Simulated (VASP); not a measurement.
Crystal: Zn.

```
Zn
1.0
     0.00000    2.73837    2.73837
     2.73837    0.00000    2.73837
     2.73837    2.73837    0.00000
Zn
2
Direct
  0.12500 0.12500 0.12500
  0.87500 0.87500 0.87500
```

- Program: VASP 6.6.1
- Task: relaxation of cell and atoms
- Functional: LDA
- Potentials or basis: VASP PAW LDA potentials, release 64 (Zn)
- Cutoff: 600 eV
- k mesh: 10 × 10 × 10
- Occupations: fermi-dirac, width 0.1 eV
- Spin: no spin polarisation

At the start: pressure 2.2 GPa; volume 20.53 Å³/atom.

Question: Where does the relaxation end?

Answer: Over 3 steps the energy falls by 6.3 meV/atom and the volume is 21.51 Å³/atom (+4.7 %); space group Fd-3m (No. 227, to 0.05 Å).

The path:
```
step  energy change (eV)  largest force (eV/Å)  pressure (GPa)  volume (Å³)
   1              0.0000                0.0000            2.22        41.07
   2             -0.0125                0.0000            0.22        42.78
   3             -0.0127                0.0000           -0.01        43.01
```

Final structure:
```cif
data_structure
_symmetry_space_group_name_H-M 'P 1'
_symmetry_Int_Tables_number 1
_cell_length_a 3.9328
_cell_length_b 3.9328
_cell_length_c 3.9328
_cell_angle_alpha 60.000
_cell_angle_beta 60.000
_cell_angle_gamma 60.000
_cell_volume 43.01
loop_
_atom_site_label
_atom_site_type_symbol
_atom_site_fract_x
_atom_site_fract_y
_atom_site_fract_z
_atom_site_occupancy
Zn1 Zn 0.12500 0.12500 0.12500 1
Zn2 Zn 0.87500 0.87500 0.87500 1
```
